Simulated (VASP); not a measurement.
# Y (Fm-3m) in VASP: a series of runs

Runs on Y. Level: revPBE. Tasks: single point.

Program: VASP 6.6.1. These are calculated values, not measurements. Logs are shortened: lines on timing, memory, paths and dates and some standing lists are left out, and cuts for length are marked.

**1. The cell of the first run**

Symmetry: Fm-3m, No. 225, cubic system. The conventional cell has a = 4.907 Å, b = 4.907 Å, c = 4.907 Å, α = 90.00°, β = 90.00°, γ = 90.00°. Within 4.6 Å of Y (site symmetry m-3m) lie 12 Y at 3.47 Å.

**2. Single point, revPBE (volume scaled by 0.88)**

The input, INCAR:

```
ALGO = Normal
EDIFF = 1E-6
ENCUT = 520
GGA = RE
ISIF = 2
ISMEAR = -1
LASPH = True
LCHARG = True
LELF = True
LREAL = False
LVHAR = True
LWAVE = False
NBANDS = 12
NELM = 100
PREC = Accurate
SIGMA = 0.1
```

The input, KPOINTS:

```
k-points
0
Gamma
  12 12 12
```

The input, POSCAR:

```
Y
1.0
    0.0000000000      2.4534992602      2.4534992602
    2.4534992602      0.0000000000      2.4534992602
    2.4534992602      2.4534992602      0.0000000000
Y
1
Direct
    0.0000000000      0.0000000000      0.0000000000
```

Potentials or basis: VASP PAW PBE potentials, release 64 (Y_sv).

Launch:

```bash
cat potpaw_PBE.64/Y_sv/POTCAR > POTCAR
mpirun -np 1 vasp_std > vasp.out
```

OUTCAR:

```text
EDIFF = 1E-6
   ENCUT = 520
   GGA = RE
   ISIF = 2
   ISMEAR = -1
   LASPH = True
   LREAL = False
   NELM = 100
   PREC = Accurate

 ion  position               nearest neighbor table
   1  0.000  0.000  0.000-

  LATTYP: Found a face centered cubic cell.
 ALAT       =     4.9069985204

  Lattice vectors:

 A1 = (   0.0000000000,   2.4534992602,   2.4534992602)
 A2 = (   2.4534992602,   0.0000000000,   2.4534992602)
 A3 = (   2.4534992602,   2.4534992602,   0.0000000000)

Analysis of symmetry for initial positions (statically):
=====================================================================
 Subroutine PRICEL returns:
 Original cell was already a primitive cell.

 Routine SETGRP: Setting up the symmetry group for a
 face centered cubic supercell.

 Subroutine GETGRP returns: Found 48 space group operations
 (whereof 48 operations were pure point group operations)
 out of a pool of 48 trial point group operations.

The static configuration has the point symmetry O_h .

Analysis of symmetry for dynamics (positions and initial velocities):
=====================================================================
 Subroutine PRICEL returns:
 Original cell was already a primitive cell.

 Routine SETGRP: Setting up the symmetry group for a
 face centered cubic supercell.

 Subroutine GETGRP returns: Found 48 space group operations
 (whereof 48 operations were pure point group operations)
 out of a pool of 48 trial point group operations.

The dynamic configuration has the point symmetry O_h .

 Subroutine INISYM returns: Found 48 space group operations
 (whereof 48 operations are pure point group operations),
 and found     1 'primitive' translations

----------------------------------------------------------------------------------------

                                     Primitive cell

  volume of cell :      29.5385

  direct lattice vectors                    reciprocal lattice vectors
     0.000000000  2.453499260  2.453499260    -0.203790565  0.203790565  0.203790565
     2.453499260  0.000000000  2.453499260     0.203790565 -0.203790565  0.203790565
     2.453499260  2.453499260  0.000000000     0.203790565  0.203790565 -0.203790565

  length of vectors
     3.469771929  3.469771929  3.469771929     0.352975612  0.352975612  0.352975612

  position of ions in fractional coordinates (direct lattice)
     0.000000000  0.000000000  0.000000000

  ion indices of the primitive-cell ions
   primitive index   ion index
                 1           1

[... 82 lines left out ...]
   NELECT =      11.0000    total number of electrons
   NUPDOWN=      -1.0000    fix difference up-down
   EMIN   =  10.00;   EMAX   =-10.00  energy-range for DOS
   EFERMI =   0.00;   METHOD = LEGACY
   ISMEAR =    -1;   SIGMA  =   0.10  broadening in eV -4-tet -1-fermi 0-gaus
   EFERMI_NEDOS =   21; number of points for ismear=-14 and -15
   IALGO  =     38    algorithm
   IMIX   =      4    mixing-type and parameters
     AMIX     =   0.40;   BMIX     =  1.00
     AMIX_MAG =   1.60;   BMIX_MAG =  1.00
  volume/ion in A,a.u.               =      29.54       199.34
  Fermi-wavevector in a.u.,A,eV,Ry     =   1.177813  2.225744 18.874604  1.387244
  Thomas-Fermi vector in A             =   2.314153
   LORBIT       =      0    0 simple, 1 ext, 2 COOP (PROOUT), +10 PAW based schemes
   GGA     = RE    functional components
   LHFCALC =     F    Hartree Fock is set to
   AEXX    =    0.0000 exact exchange contribution
   IVDW    =     0    specifies the selected vdW correction
   LEPSILON=     F    determine dielectric tensor
   LRPA    =     F    only Hartree local field effects (RPA)
 non-spin polarized calculation
  energy-cutoff  :      520.00
  volume of cell :       29.54
 maximum number of plane-waves:       821
 NGX is ok and might be reduce to    28
   NGX = 13   NGY = 13   NGZ = 13

 number of electron      11.0000001 magnetization

 Free energy of the ion-electron system (eV)
  ---------------------------------------------------
  ext. energy  EPLUGINS =         0.00000000
  ---------------------------------------------------
  free energy    TOTEN  =        -6.10462136 eV

  energy without entropy =       -6.05722469  energy(sigma->0) =       -6.08092302

 E-fermi :   3.6534     XC(G=0):  -9.7769

 val. band max:        3.6261427479   @ k =  -0.2500   0.3333   0.0833
 cond. band min:       3.6677981245   @ k =  -0.2500   0.4167   0.1667
 fundamental gap:      0.0416553766
 Fermi energy:         3.6533618447

 k-point     1 :       0.0000    0.0000    0.0000
  band No.  band energies     occupation
      1     -38.8207      2.00000
      2     -18.4371      2.00000
      3     -18.4371      2.00000
      4     -18.4371      2.00000
      5      -1.2299      2.00000
      6       5.5584      0.00000
      7       5.5584      0.00000
      8       5.5584      0.00000
      9       7.8159      0.00000
     10       7.8159      0.00000
     11      12.8833      0.00000
     12      16.4783      0.00000
[... 331 lines left out ...]
 k-point    24 :      -0.4167    0.1667    0.0000
  band No.  band energies     occupation
      1     -38.7124      2.00000
      2     -19.1389      2.00000
      3     -18.6797      2.00000
      4     -18.5646      2.00000
      5       2.2054      2.00000
      6       3.8585      0.22783
      7       4.8548      0.00001
      8       5.9311      0.00000
      9       8.9932      0.00000
     10      10.1251      0.00000
     11      11.9874      0.00000
     12      14.3496      0.00000

 [... further k-points ...]

------------------------ aborting loop because EDIFF is reached ----------------------------------------

  FORCE on cell =-STRESS in cart. coord.  units (eV):
  Direction    XX          YY          ZZ          XY          YZ          ZX
  --------------------------------------------------------------------------------------
  -------------------------------------------------------------------------------------
  Total        1.0184301      1.0184301      1.0184301      0.0000000      0.0000000     -0.0000000
  in kB       55.2400470     55.2400470     55.2400470      0.0000000      0.0000000     -0.0000000
  external PRESSURE =      55.2400470 kB  Pullay stress =       0.0000000 kB

 VOLUME and BASIS-vectors are now :
 -----------------------------------------------------------------------------
  energy-cutoff  :      520.00
  volume of cell :       29.54
      direct lattice vectors                 reciprocal lattice vectors
     0.000000000  2.453499260  2.453499260    -0.203790565  0.203790565  0.203790565
     2.453499260  0.000000000  2.453499260     0.203790565 -0.203790565  0.203790565
     2.453499260  2.453499260  0.000000000     0.203790565  0.203790565 -0.203790565

 POSITION                                       TOTAL-FORCE (eV/Angst)
 -----------------------------------------------------------------------------------
      0.00000      0.00000      0.00000         0.000000      0.000000      0.000000
 -----------------------------------------------------------------------------------
    total drift:                               -0.000000     -0.000000     -0.000000

  FREE ENERGIE OF THE ION-ELECTRON SYSTEM (eV)
  ---------------------------------------------------
  free  energy   TOTEN  =        -6.1046213584 eV

  energy  without entropy=       -6.0572246902  energy(sigma->0) =       -6.08092302
```

OSZICAR:

```text
N       E                     dE             d eps       ncg     rms          rms(c)
DAV:   1     0.262176703154E+02    0.26218E+02   -0.56152E+03  1736   0.839E+02
DAV:   2    -0.489608151865E+01   -0.31114E+02   -0.30183E+02  2048   0.170E+02
DAV:   3    -0.620709989479E+01   -0.13110E+01   -0.12915E+01  2436   0.224E+01
DAV:   4    -0.623891612744E+01   -0.31816E-01   -0.31796E-01  1960   0.338E+00
DAV:   5    -0.623955865131E+01   -0.64252E-03   -0.64250E-03  2216   0.365E-01    0.233E+01
DAV:   6    -0.611777460921E+01    0.12178E+00   -0.17453E-01  1824   0.287E+00    0.143E+01
DAV:   7    -0.610807913441E+01    0.96955E-02   -0.26561E-01  2072   0.358E+00    0.127E+00
DAV:   8    -0.610476284242E+01    0.33163E-02   -0.34326E-02  2020   0.144E+00    0.243E-01
DAV:   9    -0.610464467985E+01    0.11816E-03   -0.62766E-04  2092   0.204E-01    0.846E-02
DAV:  10    -0.610461990275E+01    0.24777E-04   -0.13835E-04  1960   0.103E-01    0.278E-02
DAV:  11    -0.610462317853E+01   -0.32758E-05   -0.14109E-05  2000   0.286E-02    0.216E-02
DAV:  12    -0.610462137066E+01    0.18079E-05   -0.21332E-06  1860   0.122E-02    0.422E-03
DAV:  13    -0.610462135840E+01    0.12258E-07   -0.13417E-07  1028   0.309E-03
   1 F= -.61046214E+01 E0= -.60809230E+01  d E =-.473967E-01
```

Wall time 17 s (1 thread of Intel Xeon 6975P-C (Granite Rapids), shared host); peak memory 0.18 GiB.

Results:

```
Free energy : -6.1046 eV
Pressure    : 5.5 GPa
```

Caveat: the PAW data sets were made with another functional, which shifts forces and pressure a little.

**3. Single point, revPBE (volume scaled by 0.92)**

The input, INCAR:

```
SYSTEM = Y
ALGO     = Normal         ! electronic algorithm
EDIFF    = 1E-6           ! SCF threshold, eV
ENCUT    = 520            ! plane-wave cutoff, eV
GGA      = RE             ! functional
ISIF     = 2              ! what is computed and relaxed
ISMEAR   = -1             ! smearing method
LASPH    = .TRUE.         ! aspherical terms in the spheres
LCHARG   = .FALSE.        ! write CHGCAR
LREAL    = .FALSE.        ! projectors in reciprocal space
LWAVE    = .FALSE.        ! write WAVECAR
NBANDS   = 12             ! bands
NELM     = 100            ! most SCF steps
PREC     = Accurate       ! precision mode
SIGMA    = 0.1            ! smearing width, eV
```

The input, KPOINTS:

```
k-points
0
G
  12 12 12
  0 0 0
```

The input, POSCAR:

```
Y
1.0
    0.0000000000      2.4901240517      2.4901240517
    2.4901240517      0.0000000000      2.4901240517
    2.4901240517      2.4901240517      0.0000000000
Y
1
Direct
    0.0000000000      0.0000000000      0.0000000000
```

Potentials or basis: VASP PAW PBE potentials, release 64 (Y_sv).

Launch:

```bash
cat potpaw_PBE.64/Y_sv/POTCAR > POTCAR
mpirun -np 1 vasp_std > vasp.out
```

Run time: 14 s. Hardware: 1 thread of Intel Xeon 6975P-C (Granite Rapids), shared host; peak memory 0.18 GiB.

Results (log left out):

```yaml
Free_energy: -6.1415 eV
Pressure: 3.3 GPa
```

Levels at points of the mesh, in eV from the Fermi level:
| k point | band 3 | band 4 | band 5 | band 6 | band 7 | band 8 |
| --- | --- | --- | --- | --- | --- | --- |
| (0.00, 0.00, 0.00) | -22.24 | -22.24 | -4.83 | 1.86 | 1.86 | 1.86 |
| (0.50, 0.00, 0.00) | -22.33 | -22.33 | -2.03 | 0.75 | 1.67 | 1.67 |
| (0.50, 0.50, 0.00) | -22.48 | -22.48 | -1.86 | -0.96 | 2.30 | 5.56 |

Caveat: the PAW data sets were made with another functional, which shifts forces and pressure a little.
